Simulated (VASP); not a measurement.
# Au (Fm-3m) in VASP: notebook

The runs below take Au through relaxation of cell and atoms, single point, with PBE-based screened hybrid with 25 % exact exchange, PBEsol-based global hybrid with 25 % exact exchange.

Everything below comes from runs of VASP 6.6.1. Logs are shortened: lines on timing, memory, paths and dates and some standing lists are left out, and cuts for length are marked.

### Step 1. The cell of the first run

Symmetry: Fm-3m, No. 225, cubic system. The conventional cell has a = 4.070 Å, b = 4.070 Å, c = 4.070 Å, α = 90.00°, β = 90.00°, γ = 90.00°. Within 3.8 Å of Au (site symmetry m-3m) lie 12 Au at 2.88 Å.

### Step 2. Relaxation of cell and atoms, PBE-based screened hybrid with 25 % exact exchange

Contents of POSCAR:

```
Au
1.0
    0.0000000000      2.0350000000      2.0350000000
    2.0350000000      0.0000000000      2.0350000000
    2.0350000000      2.0350000000      0.0000000000
Au
1
Direct
    0.0000000000      0.0000000000      0.0000000000
```

Contents of INCAR.step1:

```
PREC = Accurate ; ENCUT = 600
EDIFF = 1E-5 ; ISMEAR = -1
SIGMA = 0.05 ; LREAL = F
LASPH = T ; NELM = 100
ALGO = Normal ; LWAVE = T
LCHARG = F ; GGA = PE
NBANDS = 12
```

Contents of INCAR.step2:

```
PREC = Accurate ; ENCUT = 600
EDIFF = 1E-7 ; ISMEAR = -1
SIGMA = 0.05 ; LREAL = F
LASPH = T ; NELM = 100
ALGO = Normal ; ISIF = 3
LWAVE = F ; LCHARG = F
GGA = PE ; LHFCALC = T
AEXX = 0.25 ; HFSCREEN = 0.3
PRECFOCK = Normal ; IBRION = 2
NSW = 60 ; EDIFFG = -0.01
ISTART = 1
```

Contents of KPOINTS:

```
Automatic mesh
0
Gamma
  6 6 6
```

Potentials or basis: VASP PAW PBE potentials, release 64 (Au).

Run with:

```bash
$ cat potpaw_PBE.64/Au/POTCAR > POTCAR
$ cp INCAR.step1 INCAR
$ mpirun -np 1 vasp_std > vasp.out
$ cp INCAR.step2 INCAR
$ mpirun -np 1 vasp_std > vasp.out
```

OUTCAR:

```text
PREC = Accurate
   ENCUT = 600
   EDIFF = 1E-7
   ISMEAR = -1
   LREAL = F
   LASPH = T
   NELM = 100
   ISIF = 3
   GGA = PE
   LHFCALC = T
   AEXX = 0.25
   HFSCREEN = 0.3
   PRECFOCK = Normal
   IBRION = 2
   NSW = 60
   EDIFFG = -0.01
   ISTART = 1

 ion  position               nearest neighbor table
   1  0.000  0.000  0.000-

  LATTYP: Found a face centered cubic cell.
 ALAT       =     4.0700000000

  Lattice vectors:

 A1 = (   0.0000000000,   2.0350000000,   2.0350000000)
 A2 = (   2.0350000000,   0.0000000000,   2.0350000000)
 A3 = (   2.0350000000,   2.0350000000,   0.0000000000)

Analysis of symmetry for initial positions (statically):
=====================================================================
 Subroutine PRICEL returns:
 Original cell was already a primitive cell.

 Routine SETGRP: Setting up the symmetry group for a
 face centered cubic supercell.

 Subroutine GETGRP returns: Found 48 space group operations
 (whereof 48 operations were pure point group operations)
 out of a pool of 48 trial point group operations.

The static configuration has the point symmetry O_h .

Analysis of symmetry for dynamics (positions and initial velocities):
=====================================================================
 Subroutine PRICEL returns:
 Original cell was already a primitive cell.

 Routine SETGRP: Setting up the symmetry group for a
 face centered cubic supercell.

 Subroutine GETGRP returns: Found 48 space group operations
 (whereof 48 operations were pure point group operations)
 out of a pool of 48 trial point group operations.

The dynamic configuration has the point symmetry O_h .

 Subroutine INISYM returns: Found 48 space group operations
 (whereof 48 operations are pure point group operations),
 and found     1 'primitive' translations

----------------------------------------------------------------------------------------

                                     Primitive cell

  volume of cell :      16.8548

  direct lattice vectors                    reciprocal lattice vectors
     0.000000000  2.035000000  2.035000000    -0.245700246  0.245700246  0.245700246
     2.035000000  0.000000000  2.035000000     0.245700246 -0.245700246  0.245700246
     2.035000000  2.035000000  0.000000000     0.245700246  0.245700246 -0.245700246

  length of vectors
     2.877924599  2.877924599  2.877924599     0.425565309  0.425565309  0.425565309

  position of ions in fractional coordinates (direct lattice)
     0.000000000  0.000000000  0.000000000

  ion indices of the primitive-cell ions
   primitive index   ion index
                 1           1

----------------------------------------------------------------------------------------

 KPOINTS: Automatic mesh

Automatic generation of k-mesh.
 Grid dimensions read from file:
 generate k-points for:    6    6    6

 Generating k-lattice:

  Cartesian coordinates                     Fractional coordinates (reciprocal lattice)
    -0.040950041  0.040950041  0.040950041     0.166666667  0.000000000  0.000000000
     0.040950041 -0.040950041  0.040950041     0.000000000  0.166666667  0.000000000
     0.040950041  0.040950041 -0.040950041     0.000000000  0.000000000  0.166666667

  Length of vectors
     0.070927551  0.070927551  0.070927551

  Shift w.r.t. Gamma in fractional coordinates (k-lattice)
     0.000000000  0.000000000  0.000000000

 Subroutine IBZKPT returns following result:
 ===========================================

 Found     16 irreducible k-points:

 Following reciprocal coordinates:
            Coordinates               Weight
  0.000000  0.000000  0.000000      1.000000
  0.166667  0.000000  0.000000      8.000000
  0.333333  0.000000  0.000000      8.000000
  0.500000  0.000000  0.000000      4.000000
  0.166667  0.166667  0.000000      6.000000
  0.333333  0.166667  0.000000     24.000000
[... 8 lines left out ...]
 -0.333333  0.333333  0.166667     24.000000
 -0.333333  0.500000  0.166667     12.000000
   k-points           NKPTS =     16   k-points in BZ     NKDIM =    216   number of bands    NBANDS=      9
   number of dos      NEDOS =    301   number of ions     NIONS =      1
   total plane-waves  NPLWV =  13824
   dimension x,y,z NGX =    24 NGY =   24 NGZ =   24
   dimension x,y,z NGXF=    48 NGYF=   48 NGZF=   48
   ions per type =               1
   NGX,Y,Z   is equivalent  to a cutoff of  13.86, 13.86, 13.86 a.u.
   NGXF,Y,Z  is equivalent  to a cutoff of  27.73, 27.73, 27.73 a.u.
 SYSTEM =  unknown system
   PREC   = accura    normal or accurate (medium, high low for compatibility)
   ISTART =      1    job   : 0-new  1-cont  2-samecut
   ICHARG =      0    charge: 1-file 2-atom 10-const
   ISPIN  =      1    spin polarized calculation?
   LNONCOLLINEAR =      F non collinear calculations
   LSORBIT =      F    spin-orbit coupling
   LASPH  =      T    aspherical Exc in radial PAW
   ENCUT  =  600.0 eV  44.10 Ry    6.64 a.u.   5.75  5.75  5.75*2*pi/ulx,y,z
   NELM   =    100;   NELMIN=  2; NELMDL=  0     # of ELM steps
   EDIFF  = 0.1E-06   stopping-criterion for ELM
   LREAL  =      F    real-space projection
   EDIFFG = -.1E-01   stopping-criterion for IOM
   NSW    =     60    number of steps for IOM
   IBRION =      2    ionic relax: 0-MD 1-quasi-New 2-CG
   NFREE  =      1    steps in history (QN), initial steepest desc. (CG)
   ISIF   =      3    stress and relaxation
   ISYM   =      3    0-nonsym 1-usesym 2-fastsym
   POTIM  = 0.5000    time-step for ionic-motion
   TEBEG  =    0.0;   TEEND  =   0.0 temperature during run
   PSTRESS=    0.0 pullay stress
   NELECT =      11.0000    total number of electrons
   NUPDOWN=      -1.0000    fix difference up-down
   EMIN   =  10.00;   EMAX   =-10.00  energy-range for DOS
   EFERMI =   0.00;   METHOD = LEGACY
   ISMEAR =    -1;   SIGMA  =   0.05  broadening in eV -4-tet -1-fermi 0-gaus
   EFERMI_NEDOS =   21; number of points for ismear=-14 and -15
   IALGO  =     38    algorithm
   IMIX   =      1    mixing-type and parameters
     AMIX     =   0.40;   BMIX     =  1.00
     AMIX_MAG =   1.60;   BMIX_MAG =  1.00
  volume/ion in A,a.u.               =      16.85       113.74
  Fermi-wavevector in a.u.,A,eV,Ry     =   1.420032  2.683470 27.436005  2.016489
  Thomas-Fermi vector in A             =   2.540990
   LORBIT       =      0    0 simple, 1 ext, 2 COOP (PROOUT), +10 PAW based schemes
   GGA     = PE    functional components
   LHFCALC =     T    Hartree Fock is set to
   PRECFOCK=normal    Normal, Fast or Accurate (Low or Medium for compatibility)
   ENCUT4O =  -1.0   cutoff for four orbital integrals eV
   NKREDX  =     1    reduce k-point grid by
   NKREDY  =     1    reduce k-point grid by
   NKREDZ  =     1    reduce k-point grid by
   AEXX    =    0.2500 exact exchange contribution
   HFSCREEN=    0.3000 screening length (either q_TF or 0.3 A-1)
   HFSCREENC=   0.3000 screening length for correlation (either q_TF or 0.3 A-1)
   ENCUTFOCK=  -1.0 apply spherical cutoff to Coloumb kernel
   IVDW    =     0    specifies the selected vdW correction
   LEPSILON=     F    determine dielectric tensor
   LRPA    =     F    only Hartree local field effects (RPA)
 conjugate gradient relaxation of ions
 non-spin polarized calculation
  energy-cutoff  :      600.00
  volume of cell :       16.85
 maximum number of plane-waves:       588
  NGX = 18; NGY = 18; NGZ = 18

--------------------------------------- Ionic step        1  -------------------------------------------

 number of electron      10.9999999 magnetization

 Free energy of the ion-electron system (eV)
  ---------------------------------------------------
  ext. energy  EPLUGINS =         0.00000000
  ---------------------------------------------------
  free energy    TOTEN  =        -3.25743322 eV

  energy without entropy =       -3.24996135  energy(sigma->0) =       -3.25369728

------------------------ aborting loop because EDIFF is reached ----------------------------------------

  FORCE on cell =-STRESS in cart. coord.  units (eV):
  Direction    XX          YY          ZZ          XY          YZ          ZX
  --------------------------------------------------------------------------------------
  -------------------------------------------------------------------------------------
  Total        0.9289956      0.9289956      0.9289956     -0.0000000      0.0000000      0.0000000
  in kB       88.3081948     88.3081948     88.3081948     -0.0000000      0.0000000      0.0000000
  external PRESSURE =      88.3081948 kB  Pullay stress =       0.0000000 kB
[... 20 lines left out ...]
  energy  without entropy=       -3.2499613488  energy(sigma->0) =       -3.25369728

--------------------------------------- Ionic step        2  -------------------------------------------

 number of electron      10.9999999 magnetization

 E-fermi :   7.0622     XC(G=0):  -9.9671

 val. band max:        7.0325745140   @ k =   0.5000   0.3333   0.1667
 cond. band min:       7.9899205095   @ k =   0.5000   0.1667   0.0000
 fundamental gap:      0.9573459955
 Fermi energy:         7.0622084743

 k-point     1 :       0.0000    0.0000    0.0000
  band No.  band energies     occupation
      1      -1.9780      2.00000
      2       2.3310      2.00000
      3       2.3310      2.00000
      4       2.3310      2.00000
      5       3.5913      2.00000
      6       3.5913      2.00000
      7      22.8032      0.00000
      8      26.2883      0.00000
      9      26.2883      0.00000
[... 245 lines left out ...]
  energy  without entropy=       -3.2733807981  energy(sigma->0) =       -3.27713758

--------------------------------------- Ionic step        4  -------------------------------------------

 number of electron      11.0000002 magnetization

 Free energy of the ion-electron system (eV)
  ---------------------------------------------------
  ext. energy  EPLUGINS =         0.00000000
  ---------------------------------------------------
  free energy    TOTEN  =        -3.28089981 eV

  energy without entropy =       -3.27338720  energy(sigma->0) =       -3.27714351

 E-fermi :   8.3038     XC(G=0): -10.3309

 val. band max:        8.2778349325   @ k =   0.5000   0.3333   0.1667
 cond. band min:       9.1924181857   @ k =   0.5000   0.1667   0.0000
 fundamental gap:      0.9145832531
 Fermi energy:         8.3038470656

 k-point     1 :       0.0000    0.0000    0.0000
  band No.  band energies     occupation
      1      -1.6310      2.00000
      2       3.1339      2.00000
      3       3.1339      2.00000
      4       3.1339      2.00000
      5       4.5890      2.00000
      6       4.5890      2.00000
      7      23.9957      0.00000
      8      27.9373      0.00000
      9      27.9373      0.00000
[... 206 lines left out ...]
  FREE ENERGIE OF THE ION-ELECTRON SYSTEM (eV)
  ---------------------------------------------------
  free  energy   TOTEN  =        -3.2808998115 eV

  energy  without entropy=       -3.2733872039  energy(sigma->0) =       -3.27714351

 reached required accuracy - stopping structural energy minimisation
```

Wall time 23 min (1 thread of Intel Xeon 6975P-C (Granite Rapids), shared host); peak memory 0.26 GiB.

What came out:

| Property | Result |
| --- | --- |
| Free energy | -3.2809 eV |
| Relaxed volume | 17.76 Å³/atom |
| Relaxed cell | a = 2.928 Å, b = 2.928 Å, c = 2.928 Å, α = 60.00°, β = 60.00°, γ = 60.00° |
| Space group after relaxing (to 0.1 Å) | Fm-3m (No. 225) |
| Energy gained by relaxing | 23.5 meV/atom |
| Ionic steps | 4 |
| Pressure after relaxing | 0.0 GPa |
| Band gap on the k mesh | zero (an odd number of electrons rules out a gap without spin polarisation) |

Step by step:
| step | energy change (eV) | largest force (eV/Å) | pressure (GPa) | volume (Å³) |
| --- | --- | --- | --- | --- |
| 1 | 0.0000 | 0.0000 | 8.83 | 16.85 |
| 2 | 0.0218 | 0.0000 | -8.89 | 19.22 |
| 3 | -0.0235 | 0.0000 | -0.12 | 17.77 |
| 4 | -0.0235 | 0.0000 | 0.03 | 17.76 |

Final structure:
```
Au
1.0
     0.00000    2.07061    2.07061
     2.07061    0.00000    2.07061
     2.07061    2.07061    0.00000
Au
1
Direct
  0.00000 0.00000 0.00000
```

Levels at points of the mesh, in eV from the Fermi level:
```
           k point  band 4  band 5  band 6  band 7  band 8  band 9
(0.00, 0.00, 0.00)   -5.17   -3.71   -3.71   15.69   19.63   19.63
(0.50, 0.00, 0.00)   -2.45   -2.45   -0.54    3.57   15.08   18.19
(0.50, 0.50, 0.00)   -2.10   -2.10    1.58    6.50   10.94   10.94
```

Caveat: the k points lie up to 0.44 Å⁻¹ apart in the final cell, too coarse for converged energies and pressures of a metal; the PAW data sets were made with another functional, which shifts forces and pressure a little; spin-orbit coupling is left out, which moves the levels of the heavy elements.

### Step 3. Single point, PBEsol-based global hybrid with 25 % exact exchange

POSCAR is that of step 2.

Contents of INCAR.step1:

```
PREC     = Accurate       # precision mode
ENCUT    = 520            # plane-wave cutoff, eV
EDIFF    = 1E-5           # SCF threshold, eV
ISMEAR   = -1             # smearing method
SIGMA    = 0.05           # smearing width, eV
LREAL    = False          # projectors in reciprocal space
LASPH    = True           # aspherical terms in the spheres
NELM     = 60             # most SCF steps
ALGO     = Normal         # electronic algorithm
ISIF     = 2              # what is computed and relaxed
LWAVE    = True           # write WAVECAR
LCHARG   = False          # write CHGCAR
GGA      = PE             # functional
NBANDS   = 12             # bands
```

Contents of INCAR.step2:

```
PREC     = Accurate       # precision mode
ENCUT    = 520            # plane-wave cutoff, eV
EDIFF    = 1E-6           # SCF threshold, eV
ISMEAR   = -1             # smearing method
SIGMA    = 0.05           # smearing width, eV
LREAL    = False          # projectors in reciprocal space
LASPH    = True           # aspherical terms in the spheres
NELM     = 60             # most SCF steps
ALGO     = Normal         # electronic algorithm
ISIF     = 2              # what is computed and relaxed
LWAVE    = False          # write WAVECAR
LCHARG   = False          # write CHGCAR
GGA      = PS             # functional
LHFCALC  = True           # exact exchange
AEXX     = 0.25           # exact-exchange fraction
PRECFOCK = Normal       
ISTART   = 1            
NBANDS   = 12             # bands
```

Contents of KPOINTS:

```
regular mesh
0
Gamma
  6 6 6
```

Potentials or basis: VASP PAW PBE potentials, release 64 (Au).

Run with:

```bash
$ cat potpaw_PBE.64/Au/POTCAR > POTCAR
$ cp INCAR.step1 INCAR
$ mpirun -np 1 vasp_std > vasp.out
$ cp INCAR.step2 INCAR
$ mpirun -np 1 vasp_std > vasp.out
```

Wall time 19 min (1 thread of Intel Xeon 8259CL, shared host); peak memory 0.16 GiB.

It converged, with:

```
Free energy            : -4.0438 eV
Pressure               : 2.3 GPa
Band gap on the k mesh : zero (an odd number of electrons rules out a gap without spin polarisation)
```

Levels at points of the mesh, in eV from the Fermi level:
```
           k point  band 4  band 5  band 6  band 7  band 8  band 9
(0.00, 0.00, 0.00)   -5.95   -4.33   -4.33   16.23   20.49   20.49
(0.50, 0.00, 0.00)   -2.89   -2.89   -1.14    4.41   15.62   19.21
(0.50, 0.50, 0.00)   -2.48   -2.48    1.83    7.54   11.67   11.67
```

Caveat: the k points lie up to 0.45 Å⁻¹ apart, too coarse for converged energies and pressures of a metal; the PAW data sets were made with another functional, which shifts forces and pressure a little; spin-orbit coupling is left out, which moves the levels of the heavy elements.

[end of part 1 of 2]
